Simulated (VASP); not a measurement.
The system is BaTiO3.

```xyz
5
Lattice="2.8274 1.6324 2.3184 -2.8274 1.6324 2.3184 0.0000 -3.2648 2.3184" Properties=species:S:1:pos:R:3 pbc="T T T"
Ba    0.0000    0.0000    0.0000
Ti    0.0000    0.0000    3.3698
O     0.0000    1.6033    2.3988
O    -1.3885   -0.8017    2.3988
O     1.3885   -0.8017    2.3988
```

Base run:

- Program: VASP 6.6.1
- Functional: PBEsol
- Potentials or basis: VASP PAW PBE potentials, release 64 (Ba_sv, Ti_sv, O)
- Cutoff: 520 eV
- k mesh: 4 × 4 × 4
- Occupations: gaussian, width 0.01 eV
- Spin: no spin polarisation

Its results: band gap on the k mesh 2.34 eV, indirect (least direct gap 2.73 eV); pressure 0.6 GPa; largest force 0.130 eV/Å.

Question: The run is repeated on the same cell with these changes: k mesh from 4 × 4 × 4 to 3 × 3 × 3. What comes out?

Answer: Band gap on the k mesh 2.62 eV, indirect (least direct gap 2.72 eV); pressure 0.7 GPa; largest force 0.233 eV/Å.

Caveats: some runs use coarse meshes; the PAW data sets were made with another functional, which shifts forces and pressure a little; spin-orbit coupling is left out, which moves the levels of the heavy elements.

A k mesh can miss the band edges.
